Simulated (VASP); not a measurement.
Wanted: the native input for a VASP 6.6.1 run.

| Quantity | Value |
| --- | --- |
| Task | single point |
| Functional | PBE |
| Potentials or basis | VASP PAW PBE potentials, release 64 (C) |
| Cutoff | 520 eV |
| k mesh | 12 × 12 × 12 |
| Occupations | gaussian, width 0.05 eV |
| Spin | no spin polarisation |
| Dipole correction | no |
| Further INCAR settings | ALGO = Normal; EDIFF = 1e-07; NBANDS = 11 |

The structure of C lies in POSCAR:

```
C
1.0
    0.0000000000      1.7678801566      1.7678801566
    1.7857375319     -0.0178573753      1.7857375319
    1.7857375319      1.7857375319     -0.0178573753
C
2
Direct
    0.5000000000      0.5000000000      0.5000000000
    0.7500000000      0.7500000000      0.7500000000
```

This cell differs from its parent crystal: strain -0.0200 x Voigt [0, 0, 0, 1, 0, 0].

These files were run (other wordings do the same):

INCAR

```
SYSTEM = C
PREC = Accurate
ENCUT = 520
EDIFF = 1E-7
ISMEAR = 0
SIGMA = 0.05
LREAL = .FALSE.
LASPH = .TRUE.
NELM = 60
ALGO = Normal
ISIF = 2
LWAVE = .FALSE.
LCHARG = .FALSE.
GGA = PE
NBANDS = 11
```

KPOINTS

```
regular mesh
0
G
  12 12 12
  0 0 0
```

Potentials or basis: VASP PAW PBE potentials, release 64 (C).

The run is started by

```sh
$ cat potpaw_PBE.64/C/POTCAR > POTCAR
$ mpirun -np 1 vasp_std > vasp.out
```

Results of the run:

```json
{"Pressure": "0.9 GPa", "Largest force": "0.060 eV/Å", "Band gap on the k mesh": "4.11 eV, indirect (least direct gap 5.27 eV)"}
```

Caveat: the cell differs from its parent crystal (strain -0.0200 x Voigt [0, 0, 0, 1, 0, 0]).

Wall time 48 s on 1 thread of AMD EPYC 7R13, on a shared host, peak memory 0.11 GiB.
